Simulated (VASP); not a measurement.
# MgSi: single point with r2SCAN

Crystal: MgSi.

```
Mg Si
1.0
     2.90839    0.00000    0.00000
     0.00000    2.90839    0.00000
     0.00000    0.00000    4.10343
Mg Si
1 1
Direct
  0.00000 0.00000 0.00000
  0.50000 0.50000 0.50609
```

This cell differs from its parent crystal: all Si atoms moved +0.025 Å, as atom 2 along Cartesian [0 0 1].

* Program: VASP 6.6.1
* Task: single point
* Functional: r2SCAN
* Potentials or basis: VASP PAW PBE potentials, release 64 (Mg, Si)
* Cutoff: 520 eV
* k mesh: 16 × 16 × 12
* Occupations: gaussian, width 0.15 eV
* Spin: no spin polarisation

```
Pressure               : -1.5 GPa
Largest force          : 0.094 eV/Å
Band gap on the k mesh : zero (band 3 reaches 11.34 eV, above the bottom of band 4 at 4.66 eV)
```

Forces on the atoms (eV/Å):
```
Mg   0.000  0.000  0.094
Si   0.000  0.000 -0.094
```

Stress tensor (GPa, compression positive):
```
-0.45  0.00  0.00
 0.00 -0.45  0.00
 0.00  0.00 -3.73
```

Levels at points of the mesh, in eV from the Fermi level:
```csv
k point,band 1,band 2,band 3,band 4,band 5,band 6,band 7,band 8
"(0.00, 0.00, 0.00)",-11.98,-3.11,-0.94,4.61,4.61,5.64,9.19,13.20
"(0.50, 0.00, 0.00)",-8.43,-6.25,-0.25,2.68,3.06,4.56,6.96,10.75
"(0.50, 0.50, 0.00)",-4.61,-3.40,-3.40,0.64,2.83,5.77,5.77,6.72
"(0.00, 0.00, 0.50)",-10.91,-7.57,5.11,5.11,7.06,8.15,8.95,9.20
"(0.50, 0.00, 0.50)",-7.46,-5.27,-4.18,-1.53,7.58,10.53,10.97,11.66
"(0.50, 0.50, 0.50)",-3.48,-2.59,-2.59,-0.80,1.24,1.24,1.52,5.93
```

It took 3 min on 1 thread of Intel Xeon 6975P-C (shared host), peak memory 0.25 GiB.

Caveat: the cell differs from its parent crystal (all Si atoms moved +0.025 Å, as atom 2 along Cartesian [0 0 1]); the PAW data sets were made with another functional, which shifts forces and pressure a little.
